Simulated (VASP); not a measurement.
Crystal: Hf.

```
CELL_PARAMETERS angstrom
0.00000 2.24957 2.24957
2.24957 0.00000 2.24957
2.24957 2.24957 0.00000
ATOMIC_POSITIONS crystal
Hf 0.00000 0.00000 0.00000
```

```yaml
Program: VASP 6.6.1
Task: relaxation of cell and atoms
Functional: PBE
Potentials_or_basis: VASP PAW PBE potentials, release 64 (Hf_pv)
Cutoff: 500 eV
k_mesh: 7 × 7 × 7
Occupations: tetrahedron
Spin: no spin polarisation
```

At the start: pressure -1.4 GPa; volume 22.77 Å³/atom.

Question: How do energy, volume and symmetry change on relaxing?

Answer: Over 4 steps the energy falls by 2.3 meV/atom and the volume is 22.46 Å³/atom (-1.4 %); space group Fm-3m (No. 225, to 0.05 Å).

Step by step:
| step | energy change (eV) | largest force (eV/Å) | pressure (GPa) | volume (Å³) |
| --- | --- | --- | --- | --- |
| 1 | 0.0000 | 0.0000 | -1.38 | 22.77 |
| 2 | -0.0018 | 0.0000 | 1.53 | 22.13 |
| 3 | -0.0025 | 0.0000 | 0.64 | 22.32 |
| 4 | -0.0023 | 0.0000 | -0.01 | 22.46 |

Final structure:
```
Hf
1.0
     0.00000    2.23927    2.23927
     2.23927    0.00000    2.23927
     2.23927    2.23927    0.00000
Hf
1
Cartesian
  0.0000 0.0000 0.0000
```

Caveat: tetrahedron occupations give inexact forces and stress in metals.
